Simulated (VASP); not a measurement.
# BaTe (Fm-3m) in VASP: notebook, part 2 of 2

VASP 6.6.1.

### 4 Single point, PBE

This run uses another cell than the first one, of 38.07 Å³/atom, 1.021 times its volume.

INCAR

```
SYSTEM = BaTe
ALGO = Normal
EDIFF = 1E-6
ENCUT = 520
GGA = PE
ISIF = 2
ISMEAR = -1
LASPH = .True.
LCHARG = .True.
LELF = .True.
LREAL = .False.
LVHAR = .True.
LWAVE = .False.
NBANDS = 15
NELM = 60
PREC = Accurate
SIGMA = 0.05
```

KPOINTS

```
k-points
0
Gamma
  7 7 7
  0 0 0
```

POSCAR

```
BaTe
1.0
    0.0000000000      3.3639132694      3.3639132694
    3.3639132694      0.0000000000      3.3639132694
    3.3639132694      3.3639132694      0.0000000000
Ba Te
1 1
Direct
    0.0000000000      0.0000000000      0.0000000000
    0.5000000000      0.5000000000      0.5000000000
```

Potentials or basis: VASP PAW PBE potentials, release 64 (Ba_sv, Te).

Started as:

```bash
$ cat potpaw_PBE.64/Ba_sv/POTCAR potpaw_PBE.64/Te/POTCAR > POTCAR
$ mpirun -np 1 vasp_std > vasp.out
```

OUTCAR:

```text
SYSTEM = BaTe
   EDIFF = 1E-6
   ENCUT = 520
   GGA = PE
   ISIF = 2
   ISMEAR = -1
   LASPH = .True.
   LREAL = .False.
   NELM = 60
   PREC = Accurate

 ion  position               nearest neighbor table
   1  0.000  0.000  0.000-   2 3.36   2 3.36   2 3.36   2 3.36   2 3.36   2 3.36
   2  0.500  0.500  0.500-   1 3.36   1 3.36   1 3.36   1 3.36   1 3.36   1 3.36

  LATTYP: Found a face centered cubic cell.
 ALAT       =     6.7278265388

  Lattice vectors:

 A1 = (   0.0000000000,   3.3639132694,   3.3639132694)
 A2 = (   3.3639132694,   0.0000000000,   3.3639132694)
 A3 = (   3.3639132694,   3.3639132694,   0.0000000000)

Analysis of symmetry for initial positions (statically):
=====================================================================
 Subroutine PRICEL returns:
 Original cell was already a primitive cell.

 Routine SETGRP: Setting up the symmetry group for a
 face centered cubic supercell.

 Subroutine GETGRP returns: Found 48 space group operations
 (whereof 48 operations were pure point group operations)
 out of a pool of 48 trial point group operations.

The static configuration has the point symmetry O_h .

Analysis of symmetry for dynamics (positions and initial velocities):
=====================================================================
 Subroutine PRICEL returns:
 Original cell was already a primitive cell.

 Routine SETGRP: Setting up the symmetry group for a
 face centered cubic supercell.

 Subroutine GETGRP returns: Found 48 space group operations
 (whereof 48 operations were pure point group operations)
 out of a pool of 48 trial point group operations.

The dynamic configuration has the point symmetry O_h .

 Subroutine INISYM returns: Found 48 space group operations
 (whereof 48 operations are pure point group operations),
 and found     1 'primitive' translations

----------------------------------------------------------------------------------------

                                     Primitive cell

  volume of cell :      76.1315

  direct lattice vectors                    reciprocal lattice vectors
     0.000000000  3.363913269  3.363913269    -0.148636412  0.148636412  0.148636412
     3.363913269  0.000000000  3.363913269     0.148636412 -0.148636412  0.148636412
     3.363913269  3.363913269  0.000000000     0.148636412  0.148636412 -0.148636412

  length of vectors
     4.757291768  4.757291768  4.757291768     0.257445818  0.257445818  0.257445818

  position of ions in fractional coordinates (direct lattice)
[... 8 lines left out ...]
----------------------------------------------------------------------------------------

 KPOINTS: k-points

Automatic generation of k-mesh.
 Grid dimensions read from file:
 generate k-points for:    7    7    7

 Generating k-lattice:

  Cartesian coordinates                     Fractional coordinates (reciprocal lattice)
    -0.021233773  0.021233773  0.021233773     0.142857143  0.000000000  0.000000000
     0.021233773 -0.021233773  0.021233773     0.000000000  0.142857143  0.000000000
     0.021233773  0.021233773 -0.021233773     0.000000000  0.000000000  0.142857143

  Length of vectors
     0.036777974  0.036777974  0.036777974

  Shift w.r.t. Gamma in fractional coordinates (k-lattice)
     0.000000000  0.000000000  0.000000000

 Subroutine IBZKPT returns following result:
 ===========================================

 Found     20 irreducible k-points:

 Following reciprocal coordinates:
            Coordinates               Weight
  0.000000  0.000000  0.000000      1.000000
  0.142857  0.000000  0.000000      8.000000
  0.285714  0.000000  0.000000      8.000000
  0.428571  0.000000  0.000000      8.000000
  0.142857  0.142857  0.000000      6.000000
  0.285714  0.142857  0.000000     24.000000
[... 12 lines left out ...]
 -0.428571  0.428571  0.142857     24.000000
 -0.285714  0.428571  0.142857     24.000000
   k-points           NKPTS =     20   k-points in BZ     NKDIM =     20   number of bands    NBANDS=     15
   number of dos      NEDOS =    301   number of ions     NIONS =      2
   total plane-waves  NPLWV =  46656
   dimension x,y,z NGX =    36 NGY =   36 NGZ =   36
   dimension x,y,z NGXF=    72 NGYF=   72 NGZF=   72
   ions per type =               1   1
   NGX,Y,Z   is equivalent  to a cutoff of  12.58, 12.58, 12.58 a.u.
   NGXF,Y,Z  is equivalent  to a cutoff of  25.16, 25.16, 25.16 a.u.
 SYSTEM =  BaTe
   PREC   = accura    normal or accurate (medium, high low for compatibility)
   ISTART =      0    job   : 0-new  1-cont  2-samecut
   ICHARG =      2    charge: 1-file 2-atom 10-const
   ISPIN  =      1    spin polarized calculation?
   LNONCOLLINEAR =      F non collinear calculations
   LSORBIT =      F    spin-orbit coupling
   LASPH  =      T    aspherical Exc in radial PAW
   ENCUT  =  520.0 eV  38.22 Ry    6.18 a.u.   8.85  8.85  8.85*2*pi/ulx,y,z
   NELM   =     60;   NELMIN=  2; NELMDL= -5     # of ELM steps
   EDIFF  = 0.1E-05   stopping-criterion for ELM
   LREAL  =      F    real-space projection
[... 7 lines left out ...]
   TEBEG  =    0.0;   TEEND  =   0.0 temperature during run
   PSTRESS=    0.0 pullay stress
   NELECT =      16.0000    total number of electrons
   NUPDOWN=      -1.0000    fix difference up-down
   EMIN   =  10.00;   EMAX   =-10.00  energy-range for DOS
   EFERMI =   0.00;   METHOD = LEGACY
   ISMEAR =    -1;   SIGMA  =   0.05  broadening in eV -4-tet -1-fermi 0-gaus
   EFERMI_NEDOS =   21; number of points for ismear=-14 and -15
   IALGO  =     38    algorithm
   IMIX   =      4    mixing-type and parameters
     AMIX     =   0.40;   BMIX     =  1.00
     AMIX_MAG =   1.60;   BMIX_MAG =  1.00
  volume/ion in A,a.u.               =      38.07       256.88
  Fermi-wavevector in a.u.,A,eV,Ry     =   0.973330  1.839327 12.889765  0.947371
  Thomas-Fermi vector in A             =   2.103701
   LORBIT       =      0    0 simple, 1 ext, 2 COOP (PROOUT), +10 PAW based schemes
   GGA     = PE    functional components
   LHFCALC =     F    Hartree Fock is set to
   AEXX    =    0.0000 exact exchange contribution
   IVDW    =     0    specifies the selected vdW correction
   LEPSILON=     F    determine dielectric tensor
   LRPA    =     F    only Hartree local field effects (RPA)
 non-spin polarized calculation
  energy-cutoff  :      520.00
  volume of cell :       76.13
 maximum number of plane-waves:      2085
   NGX = 17   NGY = 17   NGZ = 17

 number of electron      16.0000000 magnetization

 Free energy of the ion-electron system (eV)
  ---------------------------------------------------
  ext. energy  EPLUGINS =         0.00000000
  ---------------------------------------------------
  free energy    TOTEN  =        -8.40907779 eV

  energy without entropy =       -8.40907768  energy(sigma->0) =       -8.40907773

 E-fermi :   3.7064     XC(G=0):  -8.7344

 val. band max:        3.0875667189   @ k =   0.0000   0.0000   0.0000
 cond. band min:       4.3550488851   @ k =   0.4286   0.4286   0.0000
 fundamental gap:      1.2674821663
 Fermi energy:         3.7063507961

 k-point     1 :       0.0000    0.0000    0.0000
  band No.  band energies     occupation
      1     -23.6544      2.00000
      2      -8.8380      2.00000
      3      -8.8380      2.00000
      4      -8.8380      2.00000
      5      -6.7443      2.00000
      6       3.0876      1.99999
      7       3.0876      1.99999
      8       3.0876      1.99999
      9       5.9046      0.00000
     10       5.9046      0.00000
     11       5.9046      0.00000
     12       6.4909      0.00000
     13       6.6574      0.00000
     14       6.6574      0.00000
     15      10.0498      0.00000
[... 325 lines left out ...]
 k-point    20 :      -0.2857    0.4286    0.1429
  band No.  band energies     occupation
      1     -23.6209      2.00000
      2      -9.2014      2.00000
      3      -9.0910      2.00000
      4      -8.9757      2.00000
      5      -6.1135      2.00000
      6       1.4899      2.00000
      7       2.0329      2.00000
      8       2.0771      2.00000
      9       6.2082      0.00000
     10       7.1523      0.00000
     11       8.4735      0.00000
     12       8.8558      0.00000
     13       9.0360      0.00000
     14      11.2105      0.00000
     15      11.8264      0.00000

------------------------ aborting loop because EDIFF is reached ----------------------------------------

  FORCE on cell =-STRESS in cart. coord.  units (eV):
  Direction    XX          YY          ZZ          XY          YZ          ZX
  --------------------------------------------------------------------------------------
  -------------------------------------------------------------------------------------
  Total        2.9815497      2.9815497      2.9815497     -0.0000000      0.0000000     -0.0000000
  in kB       62.7463223     62.7463223     62.7463223     -0.0000000      0.0000000     -0.0000000
  external PRESSURE =      62.7463223 kB  Pullay stress =       0.0000000 kB

 VOLUME and BASIS-vectors are now :
 -----------------------------------------------------------------------------
  energy-cutoff  :      520.00
  volume of cell :       76.13
      direct lattice vectors                 reciprocal lattice vectors
     0.000000000  3.363913269  3.363913269    -0.148636412  0.148636412  0.148636412
     3.363913269  0.000000000  3.363913269     0.148636412 -0.148636412  0.148636412
     3.363913269  3.363913269  0.000000000     0.148636412  0.148636412 -0.148636412

 POSITION                                       TOTAL-FORCE (eV/Angst)
 -----------------------------------------------------------------------------------
      0.00000      0.00000      0.00000        -0.000000      0.000000     -0.000000
      3.36391      3.36391      3.36391         0.000000     -0.000000      0.000000
 -----------------------------------------------------------------------------------
    total drift:                                0.000000      0.000000      0.000000

  FREE ENERGIE OF THE ION-ELECTRON SYSTEM (eV)
  ---------------------------------------------------
  free  energy   TOTEN  =        -8.4090777908 eV

  energy  without entropy=       -8.4090776783  energy(sigma->0) =       -8.40907773
```

OSZICAR:

```text
N       E                     dE             d eps       ncg     rms          rms(c)
DAV:   1     0.814375804631E+02    0.81438E+02   -0.64112E+03   600   0.905E+02
DAV:   2    -0.386747989035E+01   -0.85305E+02   -0.77745E+02   840   0.157E+02
DAV:   3    -0.837598004352E+01   -0.45085E+01   -0.44798E+01   801   0.384E+01
DAV:   4    -0.848926966578E+01   -0.11329E+00   -0.11324E+00   796   0.616E+00
DAV:   5    -0.849299334224E+01   -0.37237E-02   -0.37236E-02   817   0.871E-01    0.448E+00
DAV:   6    -0.840491288026E+01    0.88080E-01   -0.95533E-02   705   0.163E+00    0.294E+00
DAV:   7    -0.840531132072E+01   -0.39844E-03   -0.94694E-02   719   0.183E+00    0.770E-01
DAV:   8    -0.840850006060E+01   -0.31887E-02   -0.10674E-02   663   0.683E-01    0.211E-01
DAV:   9    -0.840889192942E+01   -0.39187E-03   -0.46926E-04   789   0.161E-01    0.527E-02
DAV:  10    -0.840905044076E+01   -0.15851E-03   -0.11839E-04   719   0.756E-02    0.183E-02
DAV:  11    -0.840907895350E+01   -0.28513E-04   -0.50455E-05   719   0.436E-02    0.182E-02
DAV:  12    -0.840907764708E+01    0.13064E-05   -0.47088E-06   747   0.148E-02    0.377E-03
DAV:  13    -0.840907779079E+01   -0.14371E-06   -0.25627E-07   426   0.295E-03
   1 F= -.84090778E+01 E0= -.84090777E+01  d E =-.112539E-06
```

stdout:

```text
POSCAR found type information on POSCAR BaTe
 POSCAR found :  2 types and       2 ions
 scaLAPACK will be used
 LDA part: xc-table for (Slater+PW92), standard interpolation
 POSCAR, INCAR and KPOINTS ok, starting setup
 FFT: planning ... GRIDC
 FFT: planning ... GRID_SOFT
 FFT: planning ... GRID
 WAVECAR not read
 entering main loop
```

It took 21 s on 1 thread of AMD EPYC 7R43 (Zen 3), shared host; peak memory 0.18 GiB.

What came out:

| Property | Result |
| --- | --- |
| Free energy | -8.4091 eV |
| Pressure | 6.3 GPa |
| Band gap on the k mesh | 1.27 eV, indirect (least direct gap 1.65 eV) |

Caveat: spin-orbit coupling is left out, which moves the levels of the heavy elements. A k mesh can miss the band edges.

### 5 Single point, PBE

This run uses another cell than the first one, of 38.86 Å³/atom, 1.043 times its volume.

INCAR

```
SYSTEM = BaTe
PREC = Accurate ; ENCUT = 520
EDIFF = 1E-7 ; ISMEAR = -1
SIGMA = 0.05 ; LREAL = .False.
LASPH = .True. ; NELM = 60
ALGO = Normal ; ISIF = 2
LWAVE = .False. ; LCHARG = .False.
GGA = PE ; NBANDS = 15
```

KPOINTS

```
regular mesh
0
Gamma
  7 7 7
  0 0 0
```

POSCAR

```
BaTe
1.0
    0.0000000000      3.3871134044      3.3871134044
    3.3871134044      0.0000000000      3.3871134044
    3.3871134044      3.3871134044      0.0000000000
Ba Te
1 1
Direct
    0.0000000000      0.0000000000      0.0000000000
    0.5000000000      0.5000000000      0.5000000000
```

Started as:

```bash
$ cat potpaw_PBE.64/Ba_sv/POTCAR potpaw_PBE.64/Te/POTCAR > POTCAR
$ mpirun -np 1 vasp_std > vasp.out
```

Wall time 21 s (1 thread of AMD EPYC 7R43 (Zen 3), shared host); peak memory 0.18 GiB.

Results (log left out):

- Free energy: -8.4659 eV
- Pressure: 5.2 GPa
- Band gap on the k mesh: 1.33 eV, indirect (least direct gap 1.71 eV)

Levels at points of the mesh, in eV from the valence-band top:
```
           k point  band 6  band 7  band 8  band 9  band 10  band 11
(0.00, 0.00, 0.00)    0.00    0.00    0.00    2.84     2.84     2.84
```

Caveat: spin-orbit coupling is left out, which moves the levels of the heavy elements.

### 6 The runs side by side

| level | potentials or basis | cell | gap on the mesh (eV) | pressure (GPa) |
| --- | --- | --- | --- | --- |
| PBE | VASP PAW PBE potentials, release 64 (Ba_sv, Te) | a = 4.724 Å, angles 60.0°, 2 atoms | 1.21 | 7.5 |
| LDA | VASP PAW LDA potentials, release 64 (Ba_sv, Te) | a = 4.757 Å, angles 60.0°, 2 atoms | 1.15 | 3.0 |
| PBE | VASP PAW PBE potentials, release 64 (Ba_sv, Te) | a = 4.757 Å, angles 60.0°, 2 atoms | 1.27 | 6.3 |
| PBE | VASP PAW PBE potentials, release 64 (Ba_sv, Te) | a = 4.790 Å, angles 60.0°, 2 atoms | 1.33 | 5.2 |

Alike in all rows: task single point; no spin polarisation; k mesh 7 × 7 × 7; cutoff (eV) 520; smearing fermi-dirac 0.05 eV.

Caveats: spin-orbit coupling is left out, which moves the levels of the heavy elements.

Total energies depend on the potentials used, so only differences within one code and one set of settings carry meaning.
